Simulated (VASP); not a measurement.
A run of VASP 6.6.1:

The input INCAR:

```
SYSTEM = C
PREC = Accurate
ENCUT = 520
EDIFF = 1E-6
ISMEAR = 0
SIGMA = 0.03
LREAL = .FALSE.
LASPH = .TRUE.
NELM = 100
ALGO = Normal
ISIF = 2
LWAVE = .FALSE.
LCHARG = .FALSE.
GGA = PS
IVDW = 12
NBANDS = 11
```

The input KPOINTS:

```
regular mesh
0
G
  18 18 18
  0 0 0
```

The input POSCAR:

```
C
1.0
    0.0000000000      2.1912093866      3.6370865643
    1.2659326610      0.0000000000      3.6370865643
    1.2659326610      2.1912093866      0.0000000000
C
2
Direct
    0.1667066167      0.8332933833      0.1667066167
    0.8332933833      0.1667066167      0.8332933833
```

Potentials or basis: VASP PAW PBE potentials, release 64 (C).

The run is started by

```sh
$ cat potpaw_PBE.64/C/POTCAR > POTCAR
$ mpirun -np 1 vasp_std > vasp.out
```

Hardware: 1 thread of Intel(R) Xeon(R) 6975P-C (Granite Rapids), with other jobs on the host.

Q: How long does it take, and how much memory?

A: It took 62 s on 1 thread of Intel(R) Xeon(R) 6975P-C (Granite Rapids), with other jobs on the host, peak memory 0.27 GiB. Counts: scf iterations 11, k points 865.
